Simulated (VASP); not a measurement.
# Ge (Pm-3m) in VASP: electric field gradients with PBE

Aim: the electric field gradients of Ge with PBE.

Program: VASP 6.6.1. These are calculated values, not measurements. Logs are shortened: lines on timing, memory, paths and dates and some standing lists are left out, and cuts for length are marked.

### Step 1. The cell of the first run

The structure is cubic, space group Pm-3m (No. 221). The conventional cell has a = 2.710 Å, b = 2.710 Å, c = 2.710 Å, α = 90.00°, β = 90.00°, γ = 90.00°. Ge (site symmetry m-3m) has 6 Ge at 2.71 Å within 3.6 Å.

### Step 2. Electric field gradients, PBE

File INCAR:

```
  ALGO = Normal
  EDIFF = 1E-8
  ENCUT = 410
  GGA = PE
  GGA_COMPAT = F
  ISIF = 2
  ISMEAR = -1
  LASPH = T
  LCHARG = F
  LEFG = T
  LREAL = F
  LWAVE = F
  NBANDS = 13
  NELM = 120
  PREC = Accurate
  SIGMA = 0.05
```

File KPOINTS:

```
k-points
0
Gamma
  10 10 10
```

File POSCAR:

```
Ge
1.0
    2.7104700000      0.0000000000      0.0000000000
    0.0000000000      2.7104700000      0.0000000000
    0.0000000000      0.0000000000      2.7104700000
Ge
1
Direct
    0.0000000000      0.0000000000      0.0000000000
```

Potentials or basis: VASP PAW PBE potentials, release 64 (Ge_d).

Launch:

```bash
$ cat potpaw_PBE.64/Ge_d/POTCAR > POTCAR
$ mpirun -np 1 vasp_std > vasp.out
```

OUTCAR:

```text
EDIFF = 1E-8
   ENCUT = 410
   GGA = PE
   ISIF = 2
   ISMEAR = -1
   LASPH = T
   LREAL = F
   NELM = 120
   PREC = Accurate

 ion  position               nearest neighbor table
   1  0.000  0.000  0.000-

  LATTYP: Found a simple cubic cell.
 ALAT       =     2.7104700000

  Lattice vectors:

 A1 = (   2.7104700000,   0.0000000000,   0.0000000000)
 A2 = (   0.0000000000,   2.7104700000,   0.0000000000)
 A3 = (   0.0000000000,   0.0000000000,   2.7104700000)

Analysis of symmetry for initial positions (statically):
=====================================================================
 Subroutine PRICEL returns:
 Original cell was already a primitive cell.

 Routine SETGRP: Setting up the symmetry group for a
 simple cubic supercell.

 Subroutine GETGRP returns: Found 48 space group operations
 (whereof 48 operations were pure point group operations)
 out of a pool of 48 trial point group operations.

The static configuration has the point symmetry O_h .

Analysis of symmetry for dynamics (positions and initial velocities):
=====================================================================
 Subroutine PRICEL returns:
 Original cell was already a primitive cell.

 Routine SETGRP: Setting up the symmetry group for a
 simple cubic supercell.

 Subroutine GETGRP returns: Found 48 space group operations
 (whereof 48 operations were pure point group operations)
 out of a pool of 48 trial point group operations.

The dynamic configuration has the point symmetry O_h .

 Subroutine INISYM returns: Found 48 space group operations
 (whereof 48 operations are pure point group operations),
 and found     1 'primitive' translations

----------------------------------------------------------------------------------------

                                     Primitive cell

  volume of cell :      19.9129

  direct lattice vectors                    reciprocal lattice vectors
     2.710470000  0.000000000  0.000000000     0.368939704  0.000000000  0.000000000
     0.000000000  2.710470000  0.000000000     0.000000000  0.368939704  0.000000000
     0.000000000  0.000000000  2.710470000     0.000000000  0.000000000  0.368939704

  length of vectors
     2.710470000  2.710470000  2.710470000     0.368939704  0.368939704  0.368939704

  position of ions in fractional coordinates (direct lattice)
     0.000000000  0.000000000  0.000000000

  ion indices of the primitive-cell ions
   primitive index   ion index
                 1           1

----------------------------------------------------------------------------------------

 KPOINTS: k-points

Automatic generation of k-mesh.
 Grid dimensions read from file:
 generate k-points for:   10   10   10

 Generating k-lattice:

  Cartesian coordinates                     Fractional coordinates (reciprocal lattice)
     0.036893970  0.000000000  0.000000000     0.100000000  0.000000000  0.000000000
     0.000000000  0.036893970  0.000000000     0.000000000  0.100000000  0.000000000
     0.000000000  0.000000000  0.036893970     0.000000000  0.000000000  0.100000000

  Length of vectors
     0.036893970  0.036893970  0.036893970

  Shift w.r.t. Gamma in fractional coordinates (k-lattice)
     0.000000000  0.000000000  0.000000000

 Subroutine IBZKPT returns following result:
 ===========================================

 Found     56 irreducible k-points:

 Following reciprocal coordinates:
            Coordinates               Weight
  0.000000  0.000000  0.000000      1.000000
  0.100000  0.000000  0.000000      6.000000
  0.200000  0.000000  0.000000      6.000000
  0.300000  0.000000  0.000000      6.000000
  0.400000  0.000000  0.000000      6.000000
  0.500000  0.000000  0.000000      3.000000
[... 16 lines left out ...]
  0.200000  0.100000  0.100000     24.000000
  0.300000  0.100000  0.100000     24.000000
 [... further k-points ...]
   k-points           NKPTS =     56   k-points in BZ     NKDIM =     56   number of bands    NBANDS=     13
   number of dos      NEDOS =    301   number of ions     NIONS =      1
   total plane-waves  NPLWV =   5832
   dimension x,y,z NGX =    18 NGY =   18 NGZ =   18
   dimension x,y,z NGXF=    36 NGYF=   36 NGZF=   36
   ions per type =               1
   NGX,Y,Z   is equivalent  to a cutoff of  11.04, 11.04, 11.04 a.u.
   NGXF,Y,Z  is equivalent  to a cutoff of  22.08, 22.08, 22.08 a.u.
 SYSTEM =  unknown system
   PREC   = accura    normal or accurate (medium, high low for compatibility)
   ISTART =      0    job   : 0-new  1-cont  2-samecut
   ICHARG =      2    charge: 1-file 2-atom 10-const
   ISPIN  =      1    spin polarized calculation?
   LNONCOLLINEAR =      F non collinear calculations
   LSORBIT =      F    spin-orbit coupling
   LASPH  =      T    aspherical Exc in radial PAW
   ENCUT  =  410.0 eV  30.13 Ry    5.49 a.u.   4.48  4.48  4.48*2*pi/ulx,y,z
   NELM   =    120;   NELMIN=  2; NELMDL= -5     # of ELM steps
   EDIFF  = 0.1E-07   stopping-criterion for ELM
   LREAL  =      F    real-space projection
   EDIFFG = 0.1E-06   stopping-criterion for IOM
   NSW    =      0    number of steps for IOM
   IBRION =     -1    ionic relax: 0-MD 1-quasi-New 2-CG
   NFREE  =      0    steps in history (QN), initial steepest desc. (CG)
   ISIF   =      2    stress and relaxation
   ISYM   =      2    0-nonsym 1-usesym 2-fastsym
   POTIM  = 0.5000    time-step for ionic-motion
   TEBEG  =    0.0;   TEEND  =   0.0 temperature during run
   PSTRESS=    0.0 pullay stress
   NELECT =      14.0000    total number of electrons
   NUPDOWN=      -1.0000    fix difference up-down
   EMIN   =  10.00;   EMAX   =-10.00  energy-range for DOS
   EFERMI =   0.00;   METHOD = LEGACY
   ISMEAR =    -1;   SIGMA  =   0.05  broadening in eV -4-tet -1-fermi 0-gaus
   EFERMI_NEDOS =   21; number of points for ismear=-14 and -15
   IALGO  =     38    algorithm
   IMIX   =      4    mixing-type and parameters
     AMIX     =   0.40;   BMIX     =  1.00
     AMIX_MAG =   1.60;   BMIX_MAG =  1.00
  volume/ion in A,a.u.               =      19.91       134.38
  Fermi-wavevector in a.u.,A,eV,Ry     =   1.455703  2.750881 28.831731  2.119072
  Thomas-Fermi vector in A             =   2.572707
   LORBIT       =      0    0 simple, 1 ext, 2 COOP (PROOUT), +10 PAW based schemes
   GGA     = PE    functional components
   LHFCALC =     F    Hartree Fock is set to
   AEXX    =    0.0000 exact exchange contribution
   IVDW    =     0    specifies the selected vdW correction
   LEPSILON=     F    determine dielectric tensor
   LRPA    =     F    only Hartree local field effects (RPA)
 non-spin polarized calculation
  energy-cutoff  :      410.00
  volume of cell :       19.91
 maximum number of plane-waves:       389
 NGX is ok and might be reduce to    18
   NGX =  9   NGY =  9   NGZ =  9

 number of electron      14.0000034 magnetization

 Free energy of the ion-electron system (eV)
  ---------------------------------------------------
  ext. energy  EPLUGINS =         0.00000000
  ---------------------------------------------------
  free energy    TOTEN  =        -4.30318184 eV

  energy without entropy =       -4.30011556  energy(sigma->0) =       -4.30164870

 E-fermi :   5.9240     XC(G=0): -10.9090

 val. band max:        5.8852603598   @ k =   0.3000   0.3000   0.2000
 cond. band min:       6.0198434696   @ k =   0.4000   0.4000   0.3000
 fundamental gap:      0.1345831099
 Fermi energy:         5.9239594391

 k-point     1 :       0.0000    0.0000    0.0000
  band No.  band energies     occupation
      1     -18.7554      2.00000
      2     -18.7554      2.00000
      3     -18.5122      2.00000
      4     -18.5122      2.00000
      5     -18.5122      2.00000
      6      -6.8149      2.00000
      7      12.5028      0.00000
      8      12.5028      0.00000
      9      12.5028      0.00000
     10      15.9380      0.00000
     11      15.9380      0.00000
     12      18.3576      0.00000
     13      34.5175      0.00000

 k-point     2 :       0.1000    0.0000    0.0000
  band No.  band energies     occupation
      1     -18.7540      2.00000
      2     -18.7370      2.00000
      3     -18.5181      2.00000
      4     -18.5181      2.00000
      5     -18.5117      2.00000
      6      -6.6198      2.00000
      7      10.1700      0.00000
      8      12.6897      0.00000
      9      12.6897      0.00000
     10      16.1121      0.00000
     11      17.3666      0.00000
[... 339 lines left out ...]
 k-point    24 :       0.3000    0.1000    0.1000
  band No.  band energies     occupation
      1     -18.7188      2.00000
      2     -18.6177      2.00000
      3     -18.5614      2.00000
      4     -18.5601      2.00000
      5     -18.5208      2.00000
      6      -4.7035      2.00000
      7       4.3489      2.00000
      8      11.6673      0.00000
      9      12.3413      0.00000
     10      20.2158      0.00000
     11      20.4767      0.00000
     12      22.0409      0.00000
     13      23.4303      0.00000

 [... further k-points ...]

------------------------ aborting loop because EDIFF is reached ----------------------------------------

  FORCE on cell =-STRESS in cart. coord.  units (eV):
  Direction    XX          YY          ZZ          XY          YZ          ZX
  --------------------------------------------------------------------------------------
  -------------------------------------------------------------------------------------
  Total       -0.1070243     -0.1070243     -0.1070243      0.0000000      0.0000000      0.0000000
  in kB       -8.6111124     -8.6111124     -8.6111124      0.0000000      0.0000000      0.0000000
  external PRESSURE =      -8.6111124 kB  Pullay stress =       0.0000000 kB

 VOLUME and BASIS-vectors are now :
 -----------------------------------------------------------------------------
  energy-cutoff  :      410.00
  volume of cell :       19.91
      direct lattice vectors                 reciprocal lattice vectors
     2.710470000  0.000000000  0.000000000     0.368939704  0.000000000  0.000000000
     0.000000000  2.710470000  0.000000000     0.000000000  0.368939704  0.000000000
     0.000000000  0.000000000  2.710470000     0.000000000  0.000000000  0.368939704

 POSITION                                       TOTAL-FORCE (eV/Angst)
 -----------------------------------------------------------------------------------
      0.00000      0.00000      0.00000         0.000000      0.000000      0.000000
 -----------------------------------------------------------------------------------
    total drift:                               -0.000000      0.000000      0.000000

  FREE ENERGIE OF THE ION-ELECTRON SYSTEM (eV)
  ---------------------------------------------------
  free  energy   TOTEN  =        -4.3031818375 eV

  energy  without entropy=       -4.3001155595  energy(sigma->0) =       -4.30164870

 Electric field gradients (V/A^2)
---------------------------------------------------------------------
 ion       V_xx      V_yy      V_zz      V_xy      V_xz      V_yz
---------------------------------------------------------------------
   1      -0.000    -0.000    -0.000    -0.000    -0.000    -0.000
---------------------------------------------------------------------

 Electric field gradients after diagonalization (V/A^2)
 (convention: |V_zz| > |V_xx| > |V_yy|)
----------------------------------------------------------------------
 ion       V_xx      V_yy      V_zz     asymmetry (V_yy - V_xx)/ V_zz
----------------------------------------------------------------------
   1      -0.000    -0.000    -0.000      -0.650
----------------------------------------------------------------------

           NMR quadrupolar parameters

 Cq : quadrupolar parameter    Cq=e*Q*V_zz/h
 eta: asymmetry parameters     (V_yy - V_xx)/ V_zz
 Q  : nuclear electric quadrupole moment in mb (millibarn)
----------------------------------------------------------------------
 ion       Cq(MHz)       eta       Q (mb)
----------------------------------------------------------------------
   1      -0.000      -0.650       1.000
----------------------------------------------------------------------
```

Wall time 6.9 s (1 thread of Intel Xeon Platinum 8488C (Sapphire Rapids), shared host); peak memory 0.12 GiB.

What came out:

* Free energy: -4.3032 eV
* Pressure: -0.9 GPa
* Band gap on the k mesh: zero (band 7 reaches 12.50 eV, above the bottom of band 8 at 3.40 eV)

Caveat: without QUAD_EFG the Cq values of the log hold for a quadrupole moment of 1 mb, not for the nuclei.
